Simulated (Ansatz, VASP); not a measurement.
## GeCl3 in VASP and in Ansatz

```
Ge Cl
1.0
     2.82067    0.00000    0.00000
     0.00000    2.82067    0.00000
     0.00000    0.00000   13.35429
Ge Cl
1 3
Direct
  0.00000 0.00000 0.00000
  0.00000 0.00000 0.18807
  0.00000 0.00000 0.50000
  0.00000 0.00000 0.81193
```

Change from the starting cell: species swapped into the Sb3Au type (P4/mmm, No. 123).

Alike in both runs: functional PBE; k mesh 16 × 16 × 4; occupations gaussian, width 0.1 eV; no spin polarisation.

Ansatz relaxed the structure, and its values are those at the end. VASP's run is a single point on that final structure, the one shown.

```csv
,VASP,Ansatz
version,VASP 6.6.1,Ansatz 0.2.0
potentials or method,"VASP PAW PBE potentials, release 64 (Ge_d, Cl), cutoff 520 eV","scalar-relativistic, plane waves, PAW"
valence electrons in the cell,35,35
```

|  | VASP | Ansatz | Ansatz less VASP |
| --- | --- | --- | --- |
| gap on the k mesh at the Fermi level (eV) | none | none | - |
| pressure (GPa) | -0.1 | 0.0 | +0.09 |

A gap of «none» marks a metal or a gap that the smearing closes. With one functional, cell and mesh, what is left measures potentials, basis and numerics.
